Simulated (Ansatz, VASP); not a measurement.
**One calculation of Ru, two programs**

INCAR

```
PREC     = Accurate       # precision mode
ENCUT    = 500            # plane-wave cutoff, eV
EDIFF    = 1E-6           # SCF threshold, eV
ISMEAR   = -1             # smearing method
SIGMA    = 0.1            # smearing width, eV
LREAL    = F              # projectors in reciprocal space
LASPH    = T              # aspherical terms in the spheres
NELM     = 120            # most SCF steps
ALGO     = Normal         # electronic algorithm
ISIF     = 2              # what is computed and relaxed
LWAVE    = F              # write WAVECAR
LCHARG   = T              # write CHGCAR
GGA      = PS             # functional
LELF     = T              # ELF
LVHAR    = T            
NBANDS   = 21             # bands
GGA_COMPAT= F
```

Contents of KPOINTS:

```
Automatic mesh
0
Gamma
  11 11 11
```

POSCAR

```
Ru
1.0
    0.0000000000      2.7658229159      2.7658229159
    2.7658229159      0.0000000000      2.7658229159
    2.7658229159      2.7658229159      0.0000000000
Ru
2
Direct
    0.1250000000      0.1250000000      0.1250000000
    0.8750000000      0.8750000000      0.8750000000
```

Input for Ansatz:

```yaml
crystal:
  lattice:
    - [0.0, 2.7658229159, 2.7658229159]
    - [2.7658229159, 0.0, 2.7658229159]
    - [2.7658229159, 2.7658229159, 0.0]
  atoms:
    - { symbol: Ru, position: [0.125, 0.125, 0.125] }
    - { symbol: Ru, position: [0.875, 0.875, 0.875] }
hamiltonian:
  xc: pbesol
  pseudopotentials:
    kind: paw
    azcp:
      Ru: "pseudopotentials/Ru.paw.azcp"
basis:
  ecutwfc: 420
  fft_grid_basis: typed
kpoints:
  mp_grid: { grid: [11, 11, 11], shift: [0, 0, 0] }
magnetization:
  spin_polarized: false
scf:
  occupations: { method: fermi_dirac, width: 0.1 }
  lower_state_search: "off"
output:
  stress: true
```

Alike in both runs: task single point; functional PBEsol; k mesh 11 × 11 × 11; occupations fermi-dirac, width 0.1 eV; no spin polarisation.

```csv
,VASP,Ansatz
version,VASP 6.6.1,Ansatz 0.2.0
potentials or method,"VASP PAW PBE potentials, release 64 (Ru_pv), cutoff 500 eV","plane waves (420 eV) with PAW, scalar-relativistic"
valence electrons in the cell,28,32
```

Ansatz gave:

| Quantity | Value |
| --- | --- |
| pressure (GPa) | -11.7 |

Estimate VASP's values.

pressure (GPa): -11.5.

VASP's potentials were made for PBE, not for PBEsol, and Ansatz warns of the same on its side. The functional is the same, so the differences come from potentials, cutoffs and numerics. VASP's potentials hold 28 valence electrons a cell and Ansatz's 32, so a difference there can come from the potentials and not from the codes.
